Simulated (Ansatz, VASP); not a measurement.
Si3Ge2 in VASP and in Ansatz

```xyz
5
Lattice="4.7868 0.0000 0.0000 0.0000 4.7868 0.0000 0.0000 0.0000 4.8693" Properties=species:S:1:pos:R:3 pbc="T T T"
Si    2.3934    2.3934    0.0000
Si    0.0000    2.3934    2.4346
Si    2.3934    0.0000    2.4346
Ge    0.0000    0.0000    0.0000
Ge    0.0000    0.0000    2.4346
```

Alike in both runs: functional PBE; k mesh 4 × 4 × 4; occupations gaussian, width 0.1 eV; no spin polarisation.

Ansatz relaxed the structure, and its values are those at the end. VASP's run is a single point on that final structure, the one shown.

```csv
,VASP,Ansatz
version,VASP 6.6.1,Ansatz 0.2.0
potentials or method,"VASP PAW PBE potentials, release 64 (Si, Ge_d), cutoff 520 eV","scalar-relativistic, plane waves, PAW"
valence electrons in the cell,40,40
```

Ansatz gave:

* gap on the k mesh at the Fermi level (eV): none
* pressure (GPa): 0.2

**Question.** Estimate VASP's values.

**Answer.** gap on the k mesh at the Fermi level (eV): none; pressure (GPa): 0.1.

A gap of «none» marks a metal or a gap that the smearing closes. The functional is the same, so the differences come from potentials, cutoffs and numerics.
